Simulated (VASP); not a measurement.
# Sn: single point with PBE

The system is Sn.

```xyz
2
Lattice="-2.8668 2.8668 1.5649 2.8668 -2.8668 1.5649 2.8668 2.8668 -1.5649" Properties=species:S:1:pos:R:3 pbc="T T T"
Sn    0.0000    0.0000    0.0000
Sn    0.0000    2.8668    0.7825
```

```
Program                : VASP 6.6.1
Task                   : single point
Functional             : PBE
Potentials or basis    : VASP PAW PBE potentials, release 64 (Sn_d)
Cutoff                 : 520 eV
k mesh                 : 10 × 10 × 10
Occupations            : fermi-dirac, width 0.1 eV
Spin                   : no spin polarisation
Dipole correction      : no
Further INCAR settings : ALGO = Normal; EDIFF = 1e-06; NBANDS = 21
```

```json
{
 "Pressure": "6.0 GPa",
 "Band gap on the k mesh": "zero (bands 14 and 15 overlap by 4.14 eV)"
}
```

Stress tensor (GPa, compression positive):
```
6.37 0.00 0.00
0.00 6.37 0.00
0.00 0.00 5.20
```

Levels at points of the mesh, in eV from the Fermi level:
```tsv
k point	band 10	band 11	band 12	band 13	band 14	band 15	band 16	band 17	band 18	band 19
(0.00, 0.00, 0.00)	-21.20	-11.58	-3.48	-2.15	-2.15	2.86	6.48	6.48	7.16	7.26
(0.50, 0.00, 0.00)	-21.28	-7.09	-5.63	-2.30	-1.86	-1.29	2.15	2.95	4.92	7.33
(0.50, 0.50, 0.00)	-21.35	-9.22	-9.22	0.56	0.56	1.67	1.67	6.18	6.18	9.75
(0.50, 0.50, 0.50)	-21.42	-7.72	-7.72	-5.16	-5.16	5.15	5.15	9.93	9.93	12.78
```

Wall time 34 s on 1 thread of Intel(R) Xeon(R) Platinum 8559C (Emerald Rapids), on a shared host, peak memory 0.22 GiB.

Caveat: the cell stands under pressure; spin-orbit coupling is left out, which moves the levels of the heavy elements.
